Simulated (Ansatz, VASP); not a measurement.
## Si3N4 in VASP and in Ansatz

```xyz
14
Lattice="0.0000 3.9710 3.9710 3.9710 0.0000 3.9710 3.9710 3.9710 0.0000" Properties=species:S:1:pos:R:3 pbc="T T T"
Si    2.9783    2.9783    0.9928
Si    2.9783    0.9928    2.9783
Si    0.9928    2.9783    2.9783
Si    0.9928    0.9928    0.9928
Si    5.9565    5.9565    5.9565
Si    3.9710    3.9710    3.9710
N     2.9176    2.9176    2.9176
N     7.0099    4.9031    4.9031
N     4.9031    4.9031    7.0099
N     4.9031    7.0099    4.9031
N     5.0244    5.0244    2.9176
N     5.0244    2.9176    5.0244
N     7.0099    7.0099    7.0099
N     2.9176    5.0244    5.0244
```

Alike in both runs: task relaxation of the atoms; functional PBE; k mesh 6 × 6 × 6; occupations gaussian, width 0.02 eV; no spin polarisation.

```csv
,VASP,Ansatz
version,VASP 6.6.1,Ansatz 0.2.0
potentials or method,"VASP PAW PBE potentials, release 64 (Si, N), cutoff 520 eV","scalar-relativistic, plane waves, PAW"
valence electrons in the cell,64,64
```

Ansatz gave:

| Item | Value |
| --- | --- |
| gap on the k mesh at the Fermi level, each at its own relaxed structure (eV) | 3.12 |

Which values does VASP return?

gap on the k mesh at the Fermi level, each at its own relaxed structure (eV): 3.11.

Ansatz's warnings: stress scf threshold loose.
